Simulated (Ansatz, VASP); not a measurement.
Two plane-wave programs on Te

```
CELL_PARAMETERS angstrom
4.45800 0.00000 0.00000
-2.22900 3.86074 0.00000
0.00000 0.00000 5.92500
ATOMIC_POSITIONS crystal
Te 0.74500 0.00000 0.33333
Te 0.00000 0.74500 0.66667
Te 0.25500 0.25500 0.00000
```

Alike in both runs: task single point; functional PBE; k mesh 6 × 6 × 4; occupations gaussian, width 0.1 eV; no spin polarisation.

```csv
,VASP,Ansatz
version,VASP 6.6.1,Ansatz 0.2.0
potentials or method,"VASP PAW PBE potentials, release 64 (Te), cutoff 520 eV","scalar-relativistic, plane waves, PAW"
valence electrons in the cell,18,48
```

|  | VASP | Ansatz | Ansatz less VASP |
| --- | --- | --- | --- |
| gap on the k mesh at the Fermi level (eV) | 0.14 | 0.17 | +0.028 |
| least direct gap on the mesh (eV) | 0.14 | 0.17 | +0.028 |
| pressure (GPa) | 3.2 | 3.2 | -0.04 |
| traceless stress, the component that is largest in VASP (GPa) | 0.75 | 0.70 | -0.047 |
| rms of the force components (eV/Å) | 0.363 | 0.352 | -0.0114 |

Atom by atom the forces differ by 0.011 eV/Å (rms over components). VASP's potentials hold 18 valence electrons a cell and Ansatz's 48, so a difference there can come from the potentials and not from the codes.

Spin-orbit coupling is off throughout.
